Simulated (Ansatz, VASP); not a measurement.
# TiCo in VASP and in Ansatz

The input INCAR:

```
SYSTEM = TiCo
  ALGO = Fast
  EDIFF = 1E-6
  ENCUT = 520
  GGA = PS
  ISIF = 2
  ISMEAR = 0
  ISPIN = 2
  LASPH = .True.
  LCHARG = .False.
  LMAXMIX = 4
  LORBIT = 11
  LREAL = .False.
  LWAVE = .False.
  MAGMOM = 0 0.75
  NBANDS = 22
  NELM = 150
  PREC = Accurate
  SIGMA = 0.1
```

File KPOINTS:

```
k-points
0
Gamma
  14 14 14
  0 0 0
```

The input POSCAR:

```
TiCo
1.0
    2.9961398276      0.0000000000      0.0000000000
    0.0000000000      2.9961398276      0.0000000000
    0.0000000000      0.0000000000      2.9961398276
Ti Co
1 1
Direct
    0.0000000000      0.0000000000      0.0000000000
    0.5000000000      0.5000000000      0.5000000000
```

Input for Ansatz:

```yaml
crystal:
  lattice:
    - [2.9961377145, 0.0, 0.0]
    - [0.0, 2.9961377145, 0.0]
    - [0.0, 0.0, 2.9961377145]
  atoms:
    - { symbol: Ti, position: [0.0, 0.0, 0.0] }
    - { symbol: Co, position: [0.5, 0.5, 0.5], spin: 0.75 }
basis:
  ecutwfc: 420
kpoints:
  mp_grid: { grid: [14, 14, 14] }
hamiltonian:
  xc: pbesol
scf:
  occupations: { method: gaussian, width: 0.1 }
output:
  forces: true
  stress: true
  eigenvalues: true
  populations: true
magnetization:
  spin_polarized: true
```

Alike in both runs: task single point; functional PBEsol; k mesh 14 × 14 × 14; occupations gaussian, width 0.1 eV; collinear spin.

|  | VASP | Ansatz |
| --- | --- | --- |
| version | VASP 6.6.1 | Ansatz 0.2.0 |
| potentials or method | VASP PAW PBE potentials, release 64 (Ti_sv, Co), cutoff 520 eV | scalar-relativistic, plane waves, PAW |
| valence electrons in the cell | 21 | 29 |

Ansatz gave:

```
gap on the k mesh at the Fermi level (eV)                     : none
pressure (GPa)                                                : -9.0
net moment per atom (μB)                                      : 0.42
size of the moment on the site where the two differ most (μB) : 0.93
```

**Question.** Which values does VASP return?

**Answer.** gap on the k mesh at the Fermi level (eV): none; pressure (GPa): -9.6; net moment per atom (μB): 0.40; size of the moment on the site where the two differ most (μB): 0.87.

VASP's potentials were made for PBE, not for PBEsol. Site moments also hang on the region over which each program counts them. A gap of «none» marks a metal or a gap that the smearing closes. VASP's potentials hold 21 valence electrons a cell and Ansatz's 29, so a difference there can come from the potentials and not from the codes.
